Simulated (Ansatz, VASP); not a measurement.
Two plane-wave programs on N

INCAR

```
SYSTEM = N
  PREC = Accurate
  ENCUT = 520
  EDIFF = 1E-6
  ISMEAR = 0
  SIGMA = 0.05
  LREAL = .False.
  LASPH = .True.
  NELM = 80
  ALGO = Normal
  ISIF = 2
  LWAVE = .False.
  LCHARG = .False.
  GGA = PE
  IVDW = 12
  NBANDS = 30
```

Contents of KPOINTS:

```
regular mesh
0
Gamma
  7 7 2
  0 0 0
```

File POSCAR:

```
N
1.0
   -3.8165516810      0.0000000000      0.0000000000
   -1.9082758405     -3.3052307106      0.0000000000
    0.0000000000      0.0000000000     15.8290392674
N
8
Direct
    0.3333333333      0.3333333333      0.8545356408
    0.3333333333      0.3333333333      0.3861231548
    0.3333333333      0.3333333333      0.7849080601
    0.3333333333      0.3333333333      0.3164955741
    0.6666666667      0.6666666667      0.1519169119
    0.6666666667      0.6666666667      0.6203293978
    0.6666666667      0.6666666667      0.0822893311
    0.6666666667      0.6666666667      0.5507018171
```

Input for Ansatz:

```yaml
crystal:
  lattice:
    - [-3.816551681, 0.0, 0.0]
    - [-1.9082758405, -3.3052307106, 0.0]
    - [0.0, 0.0, 15.8290392674]
  atoms:
    - { symbol: "N", position: [0.3333333333, 0.3333333333, 0.8545356408] }
    - { symbol: "N", position: [0.3333333333, 0.3333333333, 0.3861231548] }
    - { symbol: "N", position: [0.3333333333, 0.3333333333, 0.7849080601] }
    - { symbol: "N", position: [0.3333333333, 0.3333333333, 0.3164955741] }
    - { symbol: "N", position: [0.6666666667, 0.6666666667, 0.1519169119] }
    - { symbol: "N", position: [0.6666666667, 0.6666666667, 0.6203293978] }
    - { symbol: "N", position: [0.6666666667, 0.6666666667, 0.0822893311] }
    - { symbol: "N", position: [0.6666666667, 0.6666666667, 0.5507018171] }
basis:
  ecutwfc: 420
kpoints:
  mp_grid: { grid: [7, 7, 2] }
hamiltonian:
  xc: pbe
  dispersion: d3bj
scf:
  occupations: { method: gaussian, width: 0.05 }
output:
  forces: true
  stress: true
  eigenvalues: true
```

Alike in both runs: task single point; functional PBE; dispersion D3(BJ); k mesh 7 × 7 × 2; occupations gaussian, width 0.05 eV; no spin polarisation.

|  | VASP | Ansatz |
| --- | --- | --- |
| version | VASP 6.6.1 | Ansatz 0.2.0 |
| potentials or method | VASP PAW PBE potentials, release 64 (N), cutoff 520 eV | scalar-relativistic, plane waves, PAW |
| valence electrons in the cell | 40 | 40 |

```csv
,VASP,Ansatz,Ansatz less VASP
gap on the k mesh at the Fermi level (eV),7.21,7.25,+0.042
least direct gap on the mesh (eV),7.28,7.32,+0.044
pressure (GPa),1.8,0.0,-1.84
"traceless stress, the component that is largest in VASP (GPa)",4.04,0.00,-4.038
rms of the force components (eV/Å),1.009,0.009,-1.0005
```

Atom by atom the forces differ by 1.006 eV/Å (rms over components).

Noted on VASP's run: the standard files for N, O and F lose accuracy on very short bonds.
